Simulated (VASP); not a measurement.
Write the native input for VASP 6.6.1 that does the following.

- Task: relaxation of cell and atoms
- Functional: PBEsol
- Potentials or basis: VASP PAW PBE potentials, release 64 (V_sv, N)
- Cutoff: 600 eV
- k mesh: 12 × 12 × 6
- Occupations: gaussian, width 0.1 eV
- Spin: no spin polarisation
- Dipole correction: no
- Further INCAR settings: ALGO = Normal; EDIFF = 1e-07; IBRION = 2; EDIFFG = -0.005; NSW = 100; ISIF = 3

The structure of V2N3 lies in POSCAR:

```
V2N3
1.0
    2.7803734333      0.0000000000      0.0000000000
   -1.3901867167      2.4078740252      0.0000000000
    0.0000000000      0.0000000000      6.1979245486
V N
2 3
Direct
    0.6666666667      0.3333333333      0.3020533518
    0.3333333333      0.6666666667      0.6979466482
    0.0000000000      0.0000000000      0.5000000000
    0.0000000000      0.0000000000      0.1074274133
    0.0000000000      0.0000000000      0.8925725867
```

One way to write it, as run:

INCAR

```
PREC = Accurate ; ENCUT = 600
EDIFF = 1E-7 ; ISMEAR = 0
SIGMA = 0.1 ; LREAL = F
LASPH = T ; NELM = 60
ALGO = Normal ; ISIF = 3
LWAVE = F ; LCHARG = F
GGA = PS ; IBRION = 2
NSW = 100 ; EDIFFG = -0.005
```

KPOINTS

```
Automatic mesh
0
Gamma
  12 12 6
```

Potentials or basis: VASP PAW PBE potentials, release 64 (V_sv, N).

Command:

```console
$ cat potpaw_PBE.64/V_sv/POTCAR potpaw_PBE.64/N/POTCAR > POTCAR
$ mpirun -np 1 vasp_std > vasp.out
```

Results of the run:

The relaxed volume is 8.30 Å³/atom, the relaxed cell is a = 2.781 Å, b = 2.781 Å, c = 6.201 Å, α = 90.00°, β = 90.00°, γ = 120.00° and the space group after relaxing (to 0.1 Å) is P-3m1 (No. 164). The energy gained by relaxing is 0.0 meV/atom and the ionic steps are 3. The pressure after relaxing is 0.0 GPa and the largest force after relaxing is 0.003 eV/Å. The band gap on the k mesh is zero (an odd number of electrons rules out a gap without spin polarisation).

Caveat: the PAW data sets were made with another functional, which shifts forces and pressure a little; the run has no spin polarisation, though such a crystal can be magnetic.

Wall time 6.7 min on 1 thread of Intel Xeon 8259CL, with other jobs on the host, peak memory 0.26 GiB.
